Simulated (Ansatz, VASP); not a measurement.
**Two plane-wave programs on ZnSe**

Contents of POSCAR:

```
ZnSe
1.0
    0.0000000000      2.5851072935      2.5851072935
    2.5851072935      0.0000000000      2.5851072935
    2.5851072935      2.5851072935      0.0000000000
Se Zn
1 1
Direct
    0.0000000000      0.0000000000      0.0000000000
    0.5000000000      0.5000000000      0.5000000000
```

File INCAR.step1:

```
ALGO = Normal
EDIFF = 1E-4
ENCUT = 520
GGA = PE
ISMEAR = 0
LASPH = T
LCHARG = F
LREAL = F
LWAVE = T
NBANDS = 16
NELM = 80
PREC = Accurate
SIGMA = 0.05
```

INCAR.step2

```
ALGO = Normal
EDIFF = 1E-7
ENCUT = 520
ISIF = 2
ISMEAR = 0
ISTART = 1
LASPH = T
LCHARG = F
LMIXTAU = T
LREAL = F
LWAVE = F
METAGGA = R2SCAN
NBANDS = 16
NELM = 80
PREC = Accurate
SIGMA = 0.05
```

File KPOINTS:

```
k-points
0
Gamma
  12 12 12
```

Input for Ansatz:

```yaml
crystal:
  lattice:
    - [0.0, 2.5851072935, 2.5851072935]
    - [2.5851072935, 0.0, 2.5851072935]
    - [2.5851072935, 2.5851072935, 0.0]
  atoms:
    - { symbol: Se, position: [0.0, 0.0, 0.0] }
    - { symbol: Zn, position: [0.5, 0.5, 0.5] }
basis:
  ecutwfc: 500
  ecutrho_ratio: 4
kpoints:
  mp_grid: { grid: [12, 12, 12] }
hamiltonian:
  xc: r2scan
scf:
  occupations: { method: gaussian, width: 0.05 }
output:
  forces: true
  stress: true
  eigenvalues: true
```

Alike in both runs: task single point; functional r2SCAN; k mesh 12 × 12 × 12; occupations gaussian, width 0.05 eV; no spin polarisation.

|  | VASP | Ansatz |
| --- | --- | --- |
| version | VASP 6.6.1 | Ansatz 0.2.0 |
| potentials or method | VASP PAW PBE potentials, release 64 (Se, Zn), cutoff 520 eV | scalar-relativistic, plane waves, PAW |
| valence electrons in the cell | 18 | 28 |

|  | VASP | Ansatz | Ansatz less VASP |
| --- | --- | --- | --- |
| gap on the k mesh at the Fermi level (eV) | none | none | - |
| pressure (GPa) | 8.4 | 8.1 | -0.24 |

VASP's potentials were made for PBE, not for r2SCAN. A gap of «none» marks a metal or a gap that the smearing closes. With one functional, cell and mesh, what is left measures potentials, basis and numerics. VASP's potentials hold 18 valence electrons a cell and Ansatz's 28, so a difference there can come from the potentials and not from the codes.
